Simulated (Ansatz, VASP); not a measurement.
**Cs3Al: VASP beside Ansatz**

Contents of INCAR:

```
SYSTEM = Cs3Al
PREC     = Accurate       ! precision mode
ENCUT    = 520            ! plane-wave cutoff, eV
EDIFF    = 1E-6           ! SCF threshold, eV
ISMEAR   = 0              ! smearing method
SIGMA    = 0.1            ! smearing width, eV
LREAL    = .FALSE.        ! projectors in reciprocal space
LASPH    = .TRUE.         ! aspherical terms in the spheres
NELM     = 60             ! most SCF steps
ALGO     = Fast           ! electronic algorithm
ISIF     = 2              ! what is computed and relaxed
LWAVE    = .FALSE.        ! write WAVECAR
LCHARG   = .FALSE.        ! write CHGCAR
GGA      = PE             ! functional
NBANDS   = 23             ! bands
```

Contents of KPOINTS:

```
Automatic mesh
0
G
  4 4 4
  0 0 0
```

POSCAR

```
Cs3Al
1.0
    5.2893095062      0.0000000000      0.0000000000
    0.0000000000      5.2893095062      0.0000000000
    0.0000000000      0.0000000000      5.2893095062
Cs Al
3 1
Direct
    0.0000000000      0.5000000000      0.5000000000
    0.5000000000      0.0000000000      0.5000000000
    0.5000000000      0.5000000000      0.0000000000
    0.0000000000      0.0000000000      0.0000000000
```

Input for Ansatz:

```yaml
crystal:
  lattice:
    - [5.2893095062, 0.0, 0.0]
    - [0.0, 5.2893095062, 0.0]
    - [0.0, 0.0, 5.2893095062]
  atoms:
    - { symbol: Cs, position: [0.0, 0.5, 0.5] }
    - { symbol: Cs, position: [0.5, 0.0, 0.5] }
    - { symbol: Cs, position: [0.5, 0.5, 0.0] }
    - { symbol: Al, position: [0.0, 0.0, 0.0] }
basis:
  ecutwfc: 420
kpoints:
  mp_grid: { grid: [4, 4, 4] }
hamiltonian:
  xc: pbe
scf:
  occupations: { method: gaussian, width: 0.1 }
  lower_state_search: "off"
output:
  forces: true
  stress: true
  eigenvalues: true
```

Alike in both runs: task single point; functional PBE; k mesh 4 × 4 × 4; occupations gaussian, width 0.1 eV; no spin polarisation.

|  | VASP | Ansatz |
| --- | --- | --- |
| version | VASP 6.6.1 | Ansatz 0.2.0 |
| potentials or method | VASP PAW PBE potentials, release 64 (Cs_sv, Al), cutoff 520 eV | scalar-relativistic, plane waves, PAW |
| valence electrons in the cell | 30 | 30 |

|  | VASP | Ansatz | Ansatz less VASP |
| --- | --- | --- | --- |
| gap on the k mesh at the Fermi level (eV) | none | none | - |
| pressure (GPa) | 6.0 | 5.9 | -0.15 |

A gap of «none» marks a metal or a gap that the smearing closes. The functional is the same, so the differences come from potentials, cutoffs and numerics.

Neither program's run includes spin-orbit coupling.
